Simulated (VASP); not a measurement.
# Bi (P6_3/mmc) in VASP: notebook

Bi is run at these levels: PBE; tasks: electric field gradients.

Everything below comes from runs of VASP 6.6.1. Logs are shortened: lines on timing, memory, paths and dates and some standing lists are left out, and cuts for length are marked.

## Step 1: The cell of the first run

It takes space group P6_3/mmc (No. 194, hexagonal). The conventional cell has a = 4.446 Å, b = 4.446 Å, c = 11.588 Å, α = 90.00°, β = 90.00°, γ = 120.00°. Bi (site symmetry -6m2) has 6 Bi at 4.45 Å within 5.8 Å.

## Step 2: Electric field gradients, PBE (volume scaled by 0.94)

INCAR reads:

```
SYSTEM = Bi
PREC = Accurate ; ENCUT = 520
EDIFF = 1E-8 ; ISMEAR = -1
SIGMA = 0.03 ; LREAL = .FALSE.
LASPH = .TRUE. ; NELM = 60
ALGO = Normal ; ISIF = 2
LWAVE = .FALSE. ; LCHARG = .FALSE.
GGA = PE ; LEFG = .TRUE.
NBANDS = 22
```

KPOINTS reads:

```
Automatic mesh
0
G
  9 9 3
  0 0 0
```

POSCAR reads:

```
Bi
1.0
    4.4463416410      0.0000000000      0.0000000000
   -2.2231708206      3.8506448151      0.0000000000
    0.0000000000      0.0000000000     11.5875240800
Bi
2
Direct
    0.3333333333      0.6666666667      0.2500000000
    0.6666666667      0.3333333333      0.7500000000
```

Potentials or basis: VASP PAW PBE potentials, release 64 (Bi_d).

Started as:

```console
cat potpaw_PBE.64/Bi_d/POTCAR > POTCAR
mpirun -np 1 vasp_std > vasp.out
```

OUTCAR:

```text
SYSTEM = Bi
   PREC = Accurate
   ENCUT = 520
   EDIFF = 1E-8
   ISMEAR = -1
   LREAL = .FALSE.
   LASPH = .TRUE.
   NELM = 60
   ISIF = 2
   GGA = PE

 ion  position               nearest neighbor table
   1  0.333  0.667  0.250-
   2  0.667  0.333  0.750-

  LATTYP: Found a hexagonal cell.
 ALAT       =     4.4463416410
 C/A-ratio  =     2.6060804625

  Lattice vectors:

 A1 = (   4.4463416410,   0.0000000000,   0.0000000000)
 A2 = (  -2.2231708206,   3.8506448151,   0.0000000000)
 A3 = (   0.0000000000,   0.0000000000,  11.5875240800)

Analysis of symmetry for initial positions (statically):
=====================================================================
 Subroutine PRICEL returns:
 Original cell was already a primitive cell.

 Routine SETGRP: Setting up the symmetry group for a
 hexagonal supercell.

 Subroutine GETGRP returns: Found 24 space group operations
 (whereof 12 operations were pure point group operations)
 out of a pool of 24 trial point group operations.

The static configuration has the point symmetry D_3d.
 The point group associated with its full space group is D_6h.

Analysis of symmetry for dynamics (positions and initial velocities):
=====================================================================
 Subroutine PRICEL returns:
 Original cell was already a primitive cell.

 Routine SETGRP: Setting up the symmetry group for a
 hexagonal supercell.

 Subroutine GETGRP returns: Found 24 space group operations
 (whereof 12 operations were pure point group operations)
 out of a pool of 24 trial point group operations.

The dynamic configuration has the point symmetry D_3d.
 The point group associated with its full space group is D_6h.

 Subroutine INISYM returns: Found 24 space group operations
 (whereof 12 operations are pure point group operations),
 and found     1 'primitive' translations

----------------------------------------------------------------------------------------

                                     Primitive cell

  volume of cell :     198.3933

  direct lattice vectors                    reciprocal lattice vectors
     4.446341641  0.000000000  0.000000000     0.224903995  0.129848382  0.000000000
    -2.223170821  3.850644815  0.000000000     0.000000000  0.259696765  0.000000000
     0.000000000  0.000000000 11.587524080     0.000000000  0.000000000  0.086299713

  length of vectors
     4.446341641  4.446341641 11.587524080     0.259696765  0.259696765  0.086299713

  position of ions in fractional coordinates (direct lattice)
     0.333333333  0.666666667  0.250000000
     0.666666667  0.333333333  0.750000000

  ion indices of the primitive-cell ions
   primitive index   ion index
                 1           1
                 2           2

----------------------------------------------------------------------------------------

 KPOINTS: Automatic mesh

Automatic generation of k-mesh.
 Grid dimensions read from file:
 generate k-points for:    9    9    3

 Generating k-lattice:

  Cartesian coordinates                     Fractional coordinates (reciprocal lattice)
     0.024989333  0.014427598  0.000000000     0.111111111  0.000000000  0.000000000
     0.000000000  0.028855196  0.000000000     0.000000000  0.111111111  0.000000000
     0.000000000  0.000000000  0.028766571     0.000000000  0.000000000  0.333333333

  Length of vectors
     0.028855196  0.028855196  0.028766571

  Shift w.r.t. Gamma in fractional coordinates (k-lattice)
     0.000000000  0.000000000  0.000000000

 Subroutine IBZKPT returns following result:
 ===========================================

 Found     24 irreducible k-points:

 Following reciprocal coordinates:
            Coordinates               Weight
  0.000000  0.000000  0.000000      1.000000
  0.111111 -0.000000  0.000000      6.000000
  0.222222 -0.000000  0.000000      6.000000
  0.333333 -0.000000  0.000000      6.000000
  0.444444 -0.000000  0.000000      6.000000
  0.111111  0.111111  0.000000      6.000000
[... 16 lines left out ...]
  0.333333  0.222222  0.333333     24.000000
  0.333333  0.333333  0.333333      4.000000
   k-points           NKPTS =     24   k-points in BZ     NKDIM =     24   number of bands    NBANDS=     22
   number of dos      NEDOS =    301   number of ions     NIONS =      2
   total plane-waves  NPLWV = 116640
   dimension x,y,z NGX =    36 NGY =   36 NGZ =   90
   dimension x,y,z NGXF=    72 NGYF=   72 NGZF=  180
   ions per type =               2
   NGX,Y,Z   is equivalent  to a cutoff of  13.46, 13.46, 12.91 a.u.
   NGXF,Y,Z  is equivalent  to a cutoff of  26.92, 26.92, 25.82 a.u.
 SYSTEM =  Bi
   PREC   = accura    normal or accurate (medium, high low for compatibility)
   ISTART =      0    job   : 0-new  1-cont  2-samecut
   ICHARG =      2    charge: 1-file 2-atom 10-const
   ISPIN  =      1    spin polarized calculation?
   LNONCOLLINEAR =      F non collinear calculations
   LSORBIT =      F    spin-orbit coupling
   LASPH  =      T    aspherical Exc in radial PAW
   ENCUT  =  520.0 eV  38.22 Ry    6.18 a.u.   8.27  8.27 21.55*2*pi/ulx,y,z
   NELM   =     60;   NELMIN=  2; NELMDL= -5     # of ELM steps
   EDIFF  = 0.1E-07   stopping-criterion for ELM
   LREAL  =      F    real-space projection
   EDIFFG = 0.1E-06   stopping-criterion for IOM
   NSW    =      0    number of steps for IOM
   IBRION =     -1    ionic relax: 0-MD 1-quasi-New 2-CG
   NFREE  =      0    steps in history (QN), initial steepest desc. (CG)
   ISIF   =      2    stress and relaxation
   ISYM   =      2    0-nonsym 1-usesym 2-fastsym
   POTIM  = 0.5000    time-step for ionic-motion
   TEBEG  =    0.0;   TEEND  =   0.0 temperature during run
   PSTRESS=    0.0 pullay stress
   NELECT =      30.0000    total number of electrons
   NUPDOWN=      -1.0000    fix difference up-down
   EMIN   =  10.00;   EMAX   =-10.00  energy-range for DOS
   EFERMI =   0.00;   METHOD = LEGACY
   ISMEAR =    -1;   SIGMA  =   0.03  broadening in eV -4-tet -1-fermi 0-gaus
   EFERMI_NEDOS =   21; number of points for ismear=-14 and -15
   IALGO  =     38    algorithm
   IMIX   =      4    mixing-type and parameters
     AMIX     =   0.40;   BMIX     =  1.00
     AMIX_MAG =   1.60;   BMIX_MAG =  1.00
  volume/ion in A,a.u.               =      99.20       669.41
  Fermi-wavevector in a.u.,A,eV,Ry     =   0.872180  1.648182 10.349931  0.760698
  Thomas-Fermi vector in A             =   1.991393
   LORBIT       =      0    0 simple, 1 ext, 2 COOP (PROOUT), +10 PAW based schemes
   GGA     = PE    functional components
   LHFCALC =     F    Hartree Fock is set to
   AEXX    =    0.0000 exact exchange contribution
   IVDW    =     0    specifies the selected vdW correction
   LEPSILON=     F    determine dielectric tensor
   LRPA    =     F    only Hartree local field effects (RPA)
 non-spin polarized calculation
  energy-cutoff  :      520.00
  volume of cell :      198.39
 maximum number of plane-waves:      5368
 NGX is ok and might be reduce to    36
   NGX = 17   NGY = 17   NGZ = 43

 number of electron      30.0000006 magnetization

 Free energy of the ion-electron system (eV)
  ---------------------------------------------------
  ext. energy  EPLUGINS =         0.00000000
  ---------------------------------------------------
  free energy    TOTEN  =        -3.49258856 eV

  energy without entropy =       -3.47259861  energy(sigma->0) =       -3.48259358

 E-fermi :  -0.8127     XC(G=0):  -5.5088

 val. band max:       -0.8162214035   @ k =   0.3333   0.1111   0.3333
 cond. band min:      -0.8105991930   @ k =   0.3333  -0.0000   0.3333
 fundamental gap:      0.0056222105
 Fermi energy:        -0.8126516157

 k-point     1 :       0.0000    0.0000    0.0000
  band No.  band energies     occupation
      1     -23.6400      2.00000
      2     -23.6400      2.00000
      3     -23.6331      2.00000
      4     -23.6331      2.00000
      5     -23.6330      2.00000
      6     -23.6330      2.00000
[... 14 lines left out ...]
     21       5.0016      0.00000
     22       5.2684      0.00000

 k-point     2 :       0.1111   -0.0000    0.0000
  band No.  band energies     occupation
      1     -23.6395      2.00000
      2     -23.6394      2.00000
      3     -23.6334      2.00000
      4     -23.6334      2.00000
      5     -23.6332      2.00000
      6     -23.6331      2.00000
[... 14 lines left out ...]
     21       5.2167      0.00000
     22       5.4660      0.00000

 k-point     3 :       0.2222   -0.0000    0.0000
  band No.  band energies     occupation
      1     -23.6382      2.00000
      2     -23.6382      2.00000
      3     -23.6344      2.00000
      4     -23.6344      2.00000
      5     -23.6334      2.00000
      6     -23.6334      2.00000
[... 14 lines left out ...]
     21       5.1403      0.00000
     22       5.6473      0.00000

 k-point     4 :       0.3333   -0.0000    0.0000
  band No.  band energies     occupation
      1     -23.6372      2.00000
      2     -23.6372      2.00000
      3     -23.6355      2.00000
      4     -23.6354      2.00000
      5     -23.6337      2.00000
      6     -23.6337      2.00000
[... 14 lines left out ...]
     21       4.7928      0.00000
     22       5.2789      0.00000

 k-point     5 :       0.4444   -0.0000    0.0000
  band No.  band energies     occupation
      1     -23.6367      2.00000
      2     -23.6367      2.00000
      3     -23.6361      2.00000
      4     -23.6361      2.00000
      5     -23.6339      2.00000
      6     -23.6339      2.00000
[... 417 lines left out ...]
 k-point    22 :       0.2222    0.2222    0.3333
  band No.  band energies     occupation
      1     -23.6359      2.00000
      2     -23.6359      2.00000
      3     -23.6355      2.00000
      4     -23.6355      2.00000
      5     -23.6342      2.00000
      6     -23.6342      2.00000
[... 14 lines left out ...]
     21       5.7596      0.00000
     22       6.0759      0.00000

 k-point    23 :       0.3333    0.2222    0.3333
  band No.  band energies     occupation
      1     -23.6358      2.00000
      2     -23.6358      2.00000
      3     -23.6351      2.00000
      4     -23.6351      2.00000
      5     -23.6346      2.00000
      6     -23.6346      2.00000
[... 14 lines left out ...]
     21       5.3978      0.00000
     22       5.8490      0.00000

 k-point    24 :       0.3333    0.3333    0.3333
  band No.  band energies     occupation
      1     -23.6353      2.00000
      2     -23.6353      2.00000
      3     -23.6353      2.00000
      4     -23.6353      2.00000
      5     -23.6345      2.00000
      6     -23.6345      2.00000
[... 14 lines left out ...]
     21       4.7841      0.00000
     22       5.3261      0.00000

------------------------ aborting loop because EDIFF is reached ----------------------------------------

  FORCE on cell =-STRESS in cart. coord.  units (eV):
  Direction    XX          YY          ZZ          XY          YZ          ZX
  --------------------------------------------------------------------------------------
  -------------------------------------------------------------------------------------
  Total       -6.4739495     -6.4739495     -0.5155634      0.0000000      0.0000000     -0.0000000
  in kB      -52.2820913    -52.2820913     -4.1635687      0.0000000      0.0000000     -0.0000000
  external PRESSURE =     -36.2425837 kB  Pullay stress =       0.0000000 kB

 VOLUME and BASIS-vectors are now :
 -----------------------------------------------------------------------------
  energy-cutoff  :      520.00
  volume of cell :      198.39
      direct lattice vectors                 reciprocal lattice vectors
     4.446341641  0.000000000  0.000000000     0.224903995  0.129848382  0.000000000
    -2.223170821  3.850644815  0.000000000     0.000000000  0.259696765  0.000000000
     0.000000000  0.000000000 11.587524080     0.000000000  0.000000000  0.086299713

 POSITION                                       TOTAL-FORCE (eV/Angst)
 -----------------------------------------------------------------------------------
     -0.00000      2.56710      2.89688        -0.000000     -0.000000      0.000000
      2.22317      1.28355      8.69064         0.000000      0.000000      0.000000
 -----------------------------------------------------------------------------------
    total drift:                                0.000000     -0.000000      0.000000

  FREE ENERGIE OF THE ION-ELECTRON SYSTEM (eV)
  ---------------------------------------------------
  free  energy   TOTEN  =        -3.4925885575 eV

  energy  without entropy=       -3.4725986094  energy(sigma->0) =       -3.48259358

 Electric field gradients (V/A^2)
---------------------------------------------------------------------
 ion       V_xx      V_yy      V_zz      V_xy      V_xz      V_yz
---------------------------------------------------------------------
   1      62.790    62.792  -125.582     0.002    -0.000     0.000
   2      62.790    62.792  -125.582     0.002     0.000    -0.000
---------------------------------------------------------------------

 Electric field gradients after diagonalization (V/A^2)
 (convention: |V_zz| > |V_xx| > |V_yy|)
----------------------------------------------------------------------
 ion       V_xx      V_yy      V_zz     asymmetry (V_yy - V_xx)/ V_zz
----------------------------------------------------------------------
   1      62.793    62.789  -125.582       0.000
   2      62.793    62.789  -125.582       0.000
----------------------------------------------------------------------

           NMR quadrupolar parameters

 Cq : quadrupolar parameter    Cq=e*Q*V_zz/h
 eta: asymmetry parameters     (V_yy - V_xx)/ V_zz
 Q  : nuclear electric quadrupole moment in mb (millibarn)
----------------------------------------------------------------------
 ion       Cq(MHz)       eta       Q (mb)
----------------------------------------------------------------------
   1      -0.304       0.000       1.000
   2      -0.304       0.000       1.000
----------------------------------------------------------------------
```

Wall time 72 s (1 thread of Intel Xeon 6975P-C, shared host); peak memory 0.35 GiB.

Results:

* Free energy: -3.4926 eV
* Pressure: -3.6 GPa
* Band gap on the k mesh: zero (band 15 reaches 0.79 eV, above the bottom of band 16 at -1.58 eV)

Levels at points of the mesh, in eV from the Fermi level:
```
           k point  band 12  band 13  band 14  band 15  band 16  band 17  band 18  band 19
(0.00, 0.00, 0.00)   -10.34    -0.94    -0.37     1.60     1.60     1.61     1.61     3.06
```

Electric field gradients, principal values (V/Å²):
| atom | least | middle | greatest (by size) |
| --- | --- | --- | --- |
| 1 Bi | 62.789 | 62.793 | -125.582 |
| 2 Bi | 62.789 | 62.793 | -125.582 |

Caveat: without QUAD_EFG the Cq values of the log hold for a quadrupole moment of 1 mb, not for the nuclei; spin-orbit coupling is left out, which moves the levels of the heavy elements.

## Step 3: Electric field gradients, PBE (volume scaled by 0.95)

INCAR reads:

```
PREC     = Accurate       # precision mode
ENCUT    = 520            # plane-wave cutoff, eV
EDIFF    = 1E-8           # SCF threshold, eV
ISMEAR   = -1             # smearing method
SIGMA    = 0.03           # smearing width, eV
LREAL    = F              # projectors in reciprocal space
LASPH    = T              # aspherical terms in the spheres
NELM     = 60             # most SCF steps
ALGO     = Normal         # electronic algorithm
ISIF     = 2              # what is computed and relaxed
LWAVE    = F              # write WAVECAR
LCHARG   = F              # write CHGCAR
GGA      = PE             # functional
LEFG     = T            
NBANDS   = 22             # bands
```

KPOINTS reads:

```
Automatic mesh
0
Gamma
  9 9 3
```

POSCAR reads:

```
Bi
1.0
    4.4620532262      0.0000000000      0.0000000000
   -2.2310266131      3.8642514470      0.0000000000
    0.0000000000      0.0000000000     11.6284697350
Bi
2
Direct
    0.3333333333      0.6666666667      0.2500000000
    0.6666666667      0.3333333333      0.7500000000
```

Potentials or basis: VASP PAW PBE potentials, release 64 (Bi_d).

Started as:

```console
cat potpaw_PBE.64/Bi_d/POTCAR > POTCAR
mpirun -np 1 vasp_std > vasp.out
```

OUTCAR:

```text
PREC = Accurate
   ENCUT = 520
   EDIFF = 1E-8
   ISMEAR = -1
   LREAL = F
   LASPH = T
   NELM = 60
   ISIF = 2
   GGA = PE

 ion  position               nearest neighbor table
   1  0.333  0.667  0.250-
   2  0.667  0.333  0.750-

  LATTYP: Found a hexagonal cell.
 ALAT       =     4.4620532262
 C/A-ratio  =     2.6060804624

  Lattice vectors:

 A1 = (   4.4620532262,   0.0000000000,   0.0000000000)
 A2 = (  -2.2310266131,   3.8642514470,   0.0000000000)
 A3 = (   0.0000000000,   0.0000000000,  11.6284697350)

[... 809 lines left out ...]
  ---------------------------------------------------
  free  energy   TOTEN  =        -3.4455354464 eV

  energy  without entropy=       -3.4252126377  energy(sigma->0) =       -3.43537404

 Electric field gradients (V/A^2)
---------------------------------------------------------------------
 ion       V_xx      V_yy      V_zz      V_xy      V_xz      V_yz
---------------------------------------------------------------------
   1      63.417    63.419  -126.836     0.002     0.000    -0.000
   2      63.417    63.419  -126.836     0.002    -0.000     0.000
---------------------------------------------------------------------

 Electric field gradients after diagonalization (V/A^2)
 (convention: |V_zz| > |V_xx| > |V_yy|)
----------------------------------------------------------------------
 ion       V_xx      V_yy      V_zz     asymmetry (V_yy - V_xx)/ V_zz
----------------------------------------------------------------------
   1      63.420    63.415  -126.836       0.000
   2      63.420    63.415  -126.836       0.000
----------------------------------------------------------------------

           NMR quadrupolar parameters

 Cq : quadrupolar parameter    Cq=e*Q*V_zz/h
 eta: asymmetry parameters     (V_yy - V_xx)/ V_zz
 Q  : nuclear electric quadrupole moment in mb (millibarn)
----------------------------------------------------------------------
 ion       Cq(MHz)       eta       Q (mb)
----------------------------------------------------------------------
   1      -0.307       0.000       1.000
   2      -0.307       0.000       1.000
----------------------------------------------------------------------
```

OSZICAR:

```text
N       E                     dE             d eps       ncg     rms          rms(c)
DAV:   1     0.267100968101E+03    0.26710E+03   -0.14457E+04  1128   0.119E+03
DAV:   2     0.170396170637E+02   -0.25006E+03   -0.24591E+03  1116   0.322E+02
DAV:   3    -0.277352141180E+01   -0.19813E+02   -0.19562E+02  1254   0.118E+02
DAV:   4    -0.343012650405E+01   -0.65661E+00   -0.65557E+00  1316   0.238E+01
DAV:   5    -0.345486689280E+01   -0.24740E-01   -0.24740E-01  1490   0.423E+00    0.803E-01
DAV:   6    -0.344232574244E+01    0.12541E-01   -0.35048E-02  1310   0.142E+00    0.511E-01
DAV:   7    -0.344411872333E+01   -0.17930E-02   -0.40705E-02  1206   0.127E+00    0.129E-01
DAV:   8    -0.344522242663E+01   -0.11037E-02   -0.32723E-03  1164   0.683E-01    0.508E-02
DAV:   9    -0.344543745894E+01   -0.21503E-03   -0.19657E-04  1218   0.900E-02    0.266E-02
DAV:  10    -0.344552982804E+01   -0.92369E-04   -0.97494E-05  1248   0.441E-02    0.338E-03
DAV:  11    -0.344553431778E+01   -0.44897E-05   -0.42527E-06  1248   0.167E-02    0.185E-03
DAV:  12    -0.344553538314E+01   -0.10654E-05   -0.22453E-06  1092   0.104E-02    0.638E-04
DAV:  13    -0.344553544078E+01   -0.57639E-07   -0.91662E-08  1094   0.205E-03    0.297E-04
DAV:  14    -0.344553544638E+01   -0.56011E-08   -0.55549E-08   912   0.107E-03
   1 F= -.34455354E+01 E0= -.34353740E+01  d E =-.203228E-01
```

Run time: 95 s. Hardware: 1 thread of Intel Xeon 6975P-C, shared host; peak memory 0.35 GiB.

What came out:

```
Free energy            : -3.4455 eV
Pressure               : -3.6 GPa
Band gap on the k mesh : zero (band 15 reaches 0.72 eV, above the bottom of band 16 at -1.61 eV)
```

Electric field gradients, principal values (V/Å²):
| atom | least | middle | greatest (by size) |
| --- | --- | --- | --- |
| 1 Bi | 63.415 | 63.420 | -126.836 |
| 2 Bi | 63.415 | 63.420 | -126.836 |

Caveat: without QUAD_EFG the Cq values of the log hold for a quadrupole moment of 1 mb, not for the nuclei; spin-orbit coupling is left out, which moves the levels of the heavy elements.

[end of part 1 of 3]
